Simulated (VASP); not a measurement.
Runs of VASP 6.6.1 on TiB2. The structure is that of space group Fm-3m (No. 225), or close to it. The cells are those of the table. 

```csv
task,cell,gap on the mesh (eV),pressure (GPa)
single point,"a = 3.476 Å, angles 60.0°, 3 atoms",none,(a)
single point,"a = 3.403 Å, angles 60.0°, 3 atoms",none,29.4
single point,"a = 3.345 Å, angles 60.0°, 3 atoms",none,44.4
relaxation of cell and atoms,"relaxed from a = 3.366 Å, angles 60.0°, 3 atoms",none,-0.2
single point,"a = 3.571 Å, angles 60.0°, 3 atoms",none,-0.2
relaxation of cell and atoms,"relaxed to 45 GPa from a = 3.366 Å, angles 60.0°, 3 atoms",none,45.0
relaxation of cell and atoms,"relaxed to 15 GPa from a = 3.366 Å, angles 60.0°, 3 atoms",none,14.7
relaxation of cell and atoms,"relaxed to 30 GPa from a = 3.366 Å, angles 60.0°, 3 atoms",none,29.9
```

Alike in all rows: level PBEsol; potentials or basis VASP PAW PBE potentials, release 64 (Ti_sv, B); no spin polarisation; k mesh 9 × 9 × 9; cutoff (eV) 500; smearing fermi-dirac 0.05 eV.

Q: Estimate the missing entries.

A: (a) 14.6.

Caveats: the PAW data sets were made with another functional, which shifts forces and pressure a little; the cell stands under pressure (at least some runs); the cell is relaxed towards a set pressure, so the run minimises the enthalpy, not the energy (at least some runs).

A gap of «none» marks levels without a gap at the run's occupations.
